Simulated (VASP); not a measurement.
Crystal: YbB2.

```
Yb B
1.0
     3.25030    0.00000    0.00000
    -1.62515    2.81484    0.00000
     0.00000    0.00000    3.73150
Yb B
1 2
Direct
  0.00000 0.00000 0.00000
  0.66667 0.33333 0.50000
  0.33333 0.66667 0.50000
```

Base run:

* Program: VASP 6.6.1
* Functional: PBE
* Potentials or basis: VASP PAW PBE potentials, release 64 (Yb, B)
* Cutoff: 520 eV
* k mesh: 8 × 8 × 6
* Occupations: fermi-dirac, width 0.05 eV
* Spin: collinear spin, ferromagnetic start
* Starting moments: [0.8, 0.0, 0.0] μB
* Fixed moment: 0.8 μB

Its results: pressure 2.4 GPa; site moments Yb +0.55; B +0.05 μB.

Problem. After a change of settings the same cell gave: pressure 3.4 GPa; site moments Yb +0.18; B +0.01 μB. Which change was it?
A. fixed moment from 0.8 μB to 2 μB; moments at the start from [0.8, 0.0, 0.0] to [2.0, 0.0, 0.0]
B. fixed moment from 0.8 μB to 0.2 μB; moments at the start from [0.8, 0.0, 0.0] to [0.2, 0.0, 0.0]
C. fixed moment from 0.8 μB to 1 μB; moments at the start from [0.8, 0.0, 0.0] to [1.0, 0.0, 0.0]
D. fixed moment from 0.8 μB to 1.2 μB; moments at the start from [0.8, 0.0, 0.0] to [1.2, 0.0, 0.0]

Solution. B.

Caveats: the total moment is fixed, so each spin has its own Fermi level and the state may be an excited one; the stress differs along the axes, from -0 to 8 GPa (at least some runs); the stress differs along the axes, from 1 to 9 GPa (at least some runs).
